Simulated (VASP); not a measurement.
# TiO2 (Pmma) in VASP: single point with r2SCAN

Aim: the single point of TiO2 with r2SCAN.

Everything below comes from runs of VASP 6.6.1. Logs are shortened: lines on timing, memory, paths and dates and some standing lists are left out, and cuts for length are marked.

## Step 1: The cell of the first run

Symmetry: Pmma, No. 51, orthorhombic system. Conventional cell: a = 3.778 Å, b = 3.778 Å, c = 11.083 Å, α = 90.00°, β = 90.00°, γ = 90.00°. Within 2.6 Å of Ti (site symmetry mm2) lie 5 O at 1.93 to 1.99 Å. Ti (site symmetry mm2) has 6 O at 1.93 to 1.99 Å within 2.6 Å. O (site symmetry mm2) has 3 Ti at 1.93 to 1.99 Å and 2 O at 2.46 Å within 2.6 Å. O (site symmetry mm2) has 2 Ti at 1.93 Å within 2.6 Å. Within 2.6 Å of O (site symmetry mm2) lie 3 Ti at 1.93 to 1.99 Å and 2 O at 2.46 Å. Within 2.6 Å of O (site symmetry mm2) lie 3 Ti at 1.93 to 1.99 Å and 2 O at 2.46 Å.

## Step 2: Single point, r2SCAN (the distance across one plane changed)

Contents of POSCAR:

```
TiO2
1.0
   -3.7779444200      0.0000000000      0.0000000000
    0.0000000000     -3.7779444200      0.0000000000
    0.0000000000      0.0000000000     11.0827978520
Ti O
4 8
Direct
    0.0000000000      0.0000000000      0.7565732257
    0.5000000000      0.5000000000      0.3242456682
    0.5000000000      0.0000000000      0.5404094469
    0.0000000000      0.5000000000      0.1080818894
    0.5000000000      0.5000000000      0.5034925997
    1.0000000000      1.0000000000      0.0711650422
    0.5000000000      0.0000000000      0.7196563785
    0.0000000000      0.5000000000      0.2873288210
    0.5000000000      0.0000000000      0.3611625153
    0.0000000000      0.5000000000      0.7934900729
    0.0000000000      0.0000000000      0.5773262941
    0.5000000000      0.5000000000      0.1449987366
```

Contents of INCAR.step1:

```
ALGO     = Normal         # electronic algorithm
EDIFF    = 1E-4           # SCF threshold, eV
ENCUT    = 520            # plane-wave cutoff, eV
GGA      = PE             # functional
ISMEAR   = 0              # smearing method
LASPH    = T              # aspherical terms in the spheres
LCHARG   = F              # write CHGCAR
LREAL    = F              # projectors in reciprocal space
LWAVE    = T              # write WAVECAR
NBANDS   = 60             # bands
NELM     = 60             # most SCF steps
PREC     = Accurate       # precision mode
SIGMA    = 0.05           # smearing width, eV
```

Contents of INCAR.step2:

```
ALGO     = Normal         # electronic algorithm
EDIFF    = 1E-7           # SCF threshold, eV
ENCUT    = 520            # plane-wave cutoff, eV
ISIF     = 2              # what is computed and relaxed
ISMEAR   = 0              # smearing method
ISTART   = 1            
LASPH    = T              # aspherical terms in the spheres
LCHARG   = T              # write CHGCAR
LELF     = T              # ELF
LMIXTAU  = T            
LREAL    = F              # projectors in reciprocal space
LVHAR    = T            
LWAVE    = F              # write WAVECAR
METAGGA  = R2SCAN         # meta-GGA
NBANDS   = 60             # bands
NELM     = 60             # most SCF steps
PREC     = Accurate       # precision mode
SIGMA    = 0.05           # smearing width, eV
```

Contents of KPOINTS:

```
k-points
0
Gamma
  6 6 3
```

Potentials or basis: VASP PAW PBE potentials, release 64 (Ti_sv, O).

Command:

```bash
> cat potpaw_PBE.64/Ti_sv/POTCAR potpaw_PBE.64/O/POTCAR > POTCAR
> cp INCAR.step1 INCAR
> mpirun -np 1 vasp_std > vasp.out
> cp INCAR.step2 INCAR
> mpirun -np 1 vasp_std > vasp.out
```

OUTCAR:

```text
EDIFF = 1E-7
   ENCUT = 520
   ISIF = 2
   ISMEAR = 0
   ISTART = 1
   LASPH = T
   LREAL = F
   METAGGA = R2SCAN
   NELM = 60
   PREC = Accurate

 ion  position               nearest neighbor table
   1  0.000  0.000  0.757-  10 1.93  10 1.93   7 1.93   7 1.93  11 1.99
   2  0.500  0.500  0.324-   9 1.93   9 1.93   8 1.93   8 1.93   5 1.99  12 1.99
   3  0.500  0.000  0.540-   5 1.93  11 1.93   5 1.93  11 1.93   9 1.99   7 1.99
   4  0.000  0.500  0.108-   6 1.93   6 1.93  12 1.93  12 1.93   8 1.99
   5  0.500  0.500  0.503-   3 1.93   3 1.93   2 1.99
   6  0.000  0.000  0.071-   4 1.93   4 1.93
   7  0.500  0.000  0.720-   1 1.93   1 1.93   3 1.99
   8  0.000  0.500  0.287-   2 1.93   2 1.93   4 1.99
   9  0.500  0.000  0.361-   2 1.93   2 1.93   3 1.99
  10  0.000  0.500  0.793-   1 1.93   1 1.93
  11  0.000  0.000  0.577-   3 1.93   3 1.93   1 1.99
  12  0.500  0.500  0.145-   4 1.93   4 1.93   2 1.99

  LATTYP: Found a simple tetragonal cell.
 ALAT       =     3.7779444200
 C/A-ratio  =     2.9335523819

  Lattice vectors:

 A1 = (  -3.7779444200,   0.0000000000,   0.0000000000)
 A2 = (   0.0000000000,  -3.7779444200,   0.0000000000)
 A3 = (   0.0000000000,   0.0000000000,  11.0827978520)

Analysis of symmetry for initial positions (statically):
=====================================================================
 Subroutine PRICEL returns:
 Original cell was already a primitive cell.

 Routine SETGRP: Setting up the symmetry group for a
 simple tetragonal supercell.

 Subroutine GETGRP returns: Found  8 space group operations
 (whereof  4 operations were pure point group operations)
 out of a pool of 16 trial point group operations.

The static configuration has the point symmetry C_2v.
 The point group associated with its full space group is D_2h.

Analysis of symmetry for dynamics (positions and initial velocities):
=====================================================================
 Subroutine PRICEL returns:
 Original cell was already a primitive cell.

 Routine SETGRP: Setting up the symmetry group for a
 simple tetragonal supercell.

 Subroutine GETGRP returns: Found  8 space group operations
 (whereof  4 operations were pure point group operations)
 out of a pool of 16 trial point group operations.

The dynamic configuration has the point symmetry C_2v.
 The point group associated with its full space group is D_2h.

 Subroutine INISYM returns: Found  8 space group operations
 (whereof  4 operations are pure point group operations),
 and found     1 'primitive' translations

----------------------------------------------------------------------------------------

                                     Primitive cell

  volume of cell :     158.1833

  direct lattice vectors                    reciprocal lattice vectors
    -3.777944420  0.000000000  0.000000000    -0.264694206  0.000000000  0.000000000
     0.000000000 -3.777944420  0.000000000     0.000000000 -0.264694206  0.000000000
     0.000000000  0.000000000 11.082797852     0.000000000  0.000000000  0.090229923

  length of vectors
     3.777944420  3.777944420 11.082797852     0.264694206  0.264694206  0.090229923

  position of ions in fractional coordinates (direct lattice)
     0.000000000  0.000000000  0.756573226
     0.500000000  0.500000000  0.324245668
     0.500000000  0.000000000  0.540409447
     0.000000000  0.500000000  0.108081889
     0.500000000  0.500000000  0.503492600
     0.000000000  0.000000000  0.071165042
     0.500000000  0.000000000  0.719656378
     0.000000000  0.500000000  0.287328821
     0.500000000  0.000000000  0.361162515
     0.000000000  0.500000000  0.793490073
     0.000000000  0.000000000  0.577326294
     0.500000000  0.500000000  0.144998737

  ion indices of the primitive-cell ions
   primitive index   ion index
                 1           1
                 2           2
                 3           3
                 4           4
                 5           5
                 6           6
                 7           7
                 8           8
                 9           9
                10          10
                11          11
                12          12

----------------------------------------------------------------------------------------

 KPOINTS: k-points

Automatic generation of k-mesh.
 Grid dimensions read from file:
 generate k-points for:    6    6    3

 Generating k-lattice:

  Cartesian coordinates                     Fractional coordinates (reciprocal lattice)
    -0.044115701  0.000000000  0.000000000     0.166666667  0.000000000  0.000000000
     0.000000000 -0.044115701  0.000000000     0.000000000  0.166666667  0.000000000
     0.000000000  0.000000000  0.030076641     0.000000000  0.000000000  0.333333333

  Length of vectors
     0.044115701  0.044115701  0.030076641

  Shift w.r.t. Gamma in fractional coordinates (k-lattice)
     0.000000000  0.000000000  0.000000000

 Subroutine IBZKPT returns following result:
 ===========================================

 Found     32 irreducible k-points:

 Following reciprocal coordinates:
            Coordinates               Weight
  0.000000  0.000000  0.000000      1.000000
  0.166667  0.000000  0.000000      2.000000
  0.000000  0.166667  0.000000      2.000000
  0.333333  0.000000  0.000000      2.000000
  0.000000  0.333333  0.000000      2.000000
  0.500000  0.000000  0.000000      1.000000
[... 16 lines left out ...]
  0.000000  0.500000  0.333333      2.000000
  0.166667  0.166667  0.333333      8.000000
 [... further k-points ...]
   k-points           NKPTS =     32   k-points in BZ     NKDIM =     32   number of bands    NBANDS=     60
   number of dos      NEDOS =    301   number of ions     NIONS =     12
   total plane-waves  NPLWV =  65856
   dimension x,y,z NGX =    28 NGY =   28 NGZ =   84
   dimension x,y,z NGXF=    56 NGYF=   56 NGZF=  168
   ions per type =               4   8
   NGX,Y,Z   is equivalent  to a cutoff of  12.32, 12.32, 12.60 a.u.
   NGXF,Y,Z  is equivalent  to a cutoff of  24.64, 24.64, 25.20 a.u.
 SYSTEM =  unknown system
   PREC   = accura    normal or accurate (medium, high low for compatibility)
   ISTART =      1    job   : 0-new  1-cont  2-samecut
   ICHARG =      0    charge: 1-file 2-atom 10-const
   ISPIN  =      1    spin polarized calculation?
   LNONCOLLINEAR =      F non collinear calculations
   LSORBIT =      F    spin-orbit coupling
   LASPH  =      T    aspherical Exc in radial PAW
   ENCUT  =  520.0 eV  38.22 Ry    6.18 a.u.   7.02  7.02 20.61*2*pi/ulx,y,z
   NELM   =     60;   NELMIN=  2; NELMDL=  0     # of ELM steps
   EDIFF  = 0.1E-06   stopping-criterion for ELM
   LREAL  =      F    real-space projection
   EDIFFG = 0.1E-05   stopping-criterion for IOM
   NSW    =      0    number of steps for IOM
   IBRION =     -1    ionic relax: 0-MD 1-quasi-New 2-CG
   NFREE  =      0    steps in history (QN), initial steepest desc. (CG)
   ISIF   =      2    stress and relaxation
   ISYM   =      2    0-nonsym 1-usesym 2-fastsym
   POTIM  = 0.5000    time-step for ionic-motion
   TEBEG  =    0.0;   TEEND  =   0.0 temperature during run
   PSTRESS=    0.0 pullay stress
   NELECT =      96.0000    total number of electrons
   NUPDOWN=      -1.0000    fix difference up-down
   EMIN   =  10.00;   EMAX   =-10.00  energy-range for DOS
   EFERMI =   0.00;   METHOD = LEGACY
   ISMEAR =     0;   SIGMA  =   0.05  broadening in eV -4-tet -1-fermi 0-gaus
   EFERMI_NEDOS =   21; number of points for ismear=-14 and -15
   IALGO  =     38    algorithm
   IMIX   =      4    mixing-type and parameters
     AMIX     =   0.40;   BMIX     =  1.00
     AMIX_MAG =   1.60;   BMIX_MAG =  1.00
  volume/ion in A,a.u.               =      13.18        88.96
  Fermi-wavevector in a.u.,A,eV,Ry     =   1.386048  2.619252 26.138563  1.921130
  Thomas-Fermi vector in A             =   2.510401
   LORBIT       =      0    0 simple, 1 ext, 2 COOP (PROOUT), +10 PAW based schemes
   METAGGA = R2SCAN    functional components
   LHFCALC =     F    Hartree Fock is set to
   AEXX    =    0.0000 exact exchange contribution
   IVDW    =     0    specifies the selected vdW correction
   LEPSILON=     F    determine dielectric tensor
   LRPA    =     F    only Hartree local field effects (RPA)
 non-spin polarized calculation
 Gauss-broadening in eV      SIGMA  =   0.05
  energy-cutoff  :      520.00
  volume of cell :      158.18
 maximum number of plane-waves:      4286
   NGX = 15   NGY = 15   NGZ = 41

 number of electron      95.9999962 magnetization

 Free energy of the ion-electron system (eV)
  ---------------------------------------------------
  ext. energy  EPLUGINS =         0.00000000
  ---------------------------------------------------
  free energy    TOTEN  =      -137.64526637 eV

  energy without entropy =     -137.64526637  energy(sigma->0) =     -137.64526637

 E-fermi :   2.4346     XC(G=0): -10.4841

 val. band max:        2.1881824953   @ k =   0.5000   0.5000   0.0000
 cond. band min:       4.2195970116   @ k =   0.0000   0.0000   0.0000
 fundamental gap:      2.0314145162
 Fermi energy:         2.4346424487

 k-point     1 :       0.0000    0.0000    0.0000
  band No.  band energies     occupation
      1     -57.0144      2.00000
      2     -56.9858      2.00000
      3     -56.9155      2.00000
      4     -56.9144      2.00000
      5     -32.3976      2.00000
      6     -32.2906      2.00000
[... 52 lines left out ...]
     59       6.1866      0.00000
     60       6.2328      0.00000

 k-point     2 :       0.1667    0.0000    0.0000
  band No.  band energies     occupation
      1     -57.0132      2.00000
      2     -56.9844      2.00000
      3     -56.9154      2.00000
      4     -56.9146      2.00000
      5     -32.3983      2.00000
      6     -32.3029      2.00000
[... 1383 lines left out ...]
      4     -56.9141      2.00000
      5     -32.3980      2.00000
      6     -32.3137      2.00000
[... 52 lines left out ...]
     59       5.8548      0.00000
     60       5.9792      0.00000

 [... further k-points ...]

------------------------ aborting loop because EDIFF is reached ----------------------------------------

  FORCE on cell =-STRESS in cart. coord.  units (eV):
  Direction    XX          YY          ZZ          XY          YZ          ZX
  --------------------------------------------------------------------------------------
  -------------------------------------------------------------------------------------
  Total        1.6763497    -14.0424867     -4.2778390      0.0000000      0.0000000      0.0000000
  in kB       16.9791004   -142.2309338    -43.3285817      0.0000000      0.0000000      0.0000000
  external PRESSURE =     -56.1934717 kB  Pullay stress =       0.0000000 kB

 VOLUME and BASIS-vectors are now :
 -----------------------------------------------------------------------------
  energy-cutoff  :      520.00
  volume of cell :      158.18
      direct lattice vectors                 reciprocal lattice vectors
    -3.777944420  0.000000000  0.000000000    -0.264694206  0.000000000  0.000000000
     0.000000000 -3.777944420  0.000000000     0.000000000 -0.264694206  0.000000000
     0.000000000  0.000000000 11.082797852     0.000000000  0.000000000  0.090229923

 POSITION                                       TOTAL-FORCE (eV/Angst)
 -----------------------------------------------------------------------------------
      0.00000      0.00000      8.38495         0.000000      0.000000     -0.972087
     -1.88897     -1.88897      3.59355         0.000000      0.000000     -0.208336
     -1.88897      0.00000      5.98925         0.000000      0.000000      0.208336
      0.00000     -1.88897      1.19785         0.000000      0.000000      0.972087
     -1.88897     -1.88897      5.58011         0.000000      0.000000     -0.100248
      0.00000      0.00000      0.78871         0.000000      0.000000     -0.713421
     -1.88897      0.00000      7.97581         0.000000      0.000000      0.107035
      0.00000     -1.88897      3.18441         0.000000      0.000000     -0.559000
     -1.88897      0.00000      4.00269         0.000000      0.000000      0.100248
      0.00000     -1.88897      8.79409         0.000000      0.000000      0.713421
      0.00000      0.00000      6.39839         0.000000      0.000000      0.559000
     -1.88897     -1.88897      1.60699         0.000000      0.000000     -0.107035
 -----------------------------------------------------------------------------------
    total drift:                               -0.000000     -0.000000      0.000034

  FREE ENERGIE OF THE ION-ELECTRON SYSTEM (eV)
  ---------------------------------------------------
  free  energy   TOTEN  =      -137.6452663660 eV

  energy  without entropy=     -137.6452663660  energy(sigma->0) =     -137.64526637
```

It took 30 min on 1 thread of Intel Xeon 8259CL, shared host; peak memory 0.41 GiB.

What came out:

```yaml
Free_energy: -137.6453 eV
Pressure: -5.6 GPa
Largest_force: 0.972 eV/Å
Band_gap_on_the_k_mesh: 2.03 eV (least direct gap 2.46 eV)
```

Forces on the atoms (eV/Å):
```
Ti   0.000  0.000 -0.972
Ti   0.000  0.000 -0.208
Ti   0.000  0.000  0.208
Ti   0.000  0.000  0.972
O    0.000  0.000 -0.100
O    0.000  0.000 -0.713
O    0.000  0.000  0.107
O    0.000  0.000 -0.559
O    0.000  0.000  0.100
O    0.000  0.000  0.713
O    0.000  0.000  0.559
O    0.000  0.000 -0.107
```

Caveat: the cell differs from its parent crystal (the distance across one plane changed); the stress differs along the axes, from -14 to 2 GPa; the PAW data sets were made with another functional, which shifts forces and pressure a little. A k mesh can miss the band edges.
